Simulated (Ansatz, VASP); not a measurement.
**Two plane-wave programs on K**

```
K
1.0
    -2.64249    2.64249    2.64249
     2.64249   -2.64249    2.64249
     2.64249    2.64249   -2.64249
K
1
Cartesian
  0.0000 0.0000 0.0000
```

Alike in both runs: task single point; functional PBE; dispersion D4; k mesh 7 × 7 × 7; collinear spin.

|  | VASP | Ansatz |
| --- | --- | --- |
| version | VASP 6.6.1 | Ansatz 0.2.0 |
| potentials or method | VASP PAW PBE potentials, release 64 (K_sv) | Ansatz PAW polarizable |
| plane-wave cutoff (eV) | 500 | 420 |
| occupations | methfessel-paxton of order 1, width 0.05 eV | cold, width 0.05 eV |
| valence electrons in the cell | 9 | 9 |

Ansatz gave:

| Property | Result |
| --- | --- |
| gap on the k mesh at the Fermi level (eV) | none |
| pressure (GPa) | -0.2 |
| net moment per atom (μB) | 0.05 |

Task: Which values does VASP return?

Result: gap on the k mesh at the Fermi level (eV): none; pressure (GPa): -0.2; net moment per atom (μB): 0.04.

A gap of «none» marks a metal or a gap that the smearing closes.
